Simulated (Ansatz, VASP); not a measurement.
In2O: VASP beside Ansatz

Contents of INCAR:

```
PREC = Accurate ; ENCUT = 600
EDIFF = 1E-6 ; ISMEAR = 0
SIGMA = 0.1 ; LREAL = False
LASPH = True ; NELM = 120
ALGO = Normal ; ISIF = 2
LWAVE = False ; LCHARG = False
GGA = PE ; NBANDS = 41
GGA_COMPAT = False
```

Contents of KPOINTS:

```
regular mesh
0
Gamma
  4 4 4
```

POSCAR

```
In2O
1.0
    5.0335667000      0.0000000000      0.0000000000
    0.0000000000      5.0335667000      0.0000000000
    0.0000000000      0.0000000000      5.0335667000
In O
4 2
Direct
    0.7500000000      0.7500000000      0.7500000000
    0.7500000000      0.2500000000      0.2500000000
    0.2500000000      0.2500000000      0.7500000000
    0.2500000000      0.7500000000      0.2500000000
    0.0000000000      0.0000000000      0.0000000000
    0.5000000000      0.5000000000      0.5000000000
```

Input for Ansatz:

```yaml
crystal:
  lattice:
    - [5.0335667, 0.0, 0.0]
    - [0.0, 5.0335667, 0.0]
    - [0.0, 0.0, 5.0335667]
  atoms:
    - { symbol: In, position: [0.75, 0.75, 0.75] }
    - { symbol: In, position: [0.75, 0.25, 0.25] }
    - { symbol: In, position: [0.25, 0.25, 0.75] }
    - { symbol: In, position: [0.25, 0.75, 0.25] }
    - { symbol: O, position: [0.0, 0.0, 0.0] }
    - { symbol: O, position: [0.5, 0.5, 0.5] }
basis:
  ecutwfc: 420
kpoints:
  mp_grid: { grid: [4, 4, 4] }
hamiltonian:
  xc: pbe
scf:
  occupations: { method: gaussian, width: 0.1 }
  lower_state_search: "off"
output:
  forces: true
  stress: true
  eigenvalues: true
```

Change from the starting cell: species swapped into the Ag2O type (Pn-3m, No. 224).

Alike in both runs: task single point; functional PBE; k mesh 4 × 4 × 4; occupations gaussian, width 0.1 eV; no spin polarisation.

|  | VASP | Ansatz |
| --- | --- | --- |
| version | VASP 6.6.1 | Ansatz 0.2.0 |
| potentials or method | VASP PAW PBE potentials, release 64 (In_d, O), cutoff 600 eV | scalar-relativistic, plane waves, PAW |
| valence electrons in the cell | 64 | 64 |

Ansatz gave:

```
gap on the k mesh at the Fermi level (eV) : none
pressure (GPa)                            : 3.3
```

Problem. Estimate VASP's values.

Solution. gap on the k mesh at the Fermi level (eV): none; pressure (GPa): 3.4.

A gap of «none» marks a metal or a gap that the smearing closes. With one functional, cell and mesh, what is left measures potentials, basis and numerics.
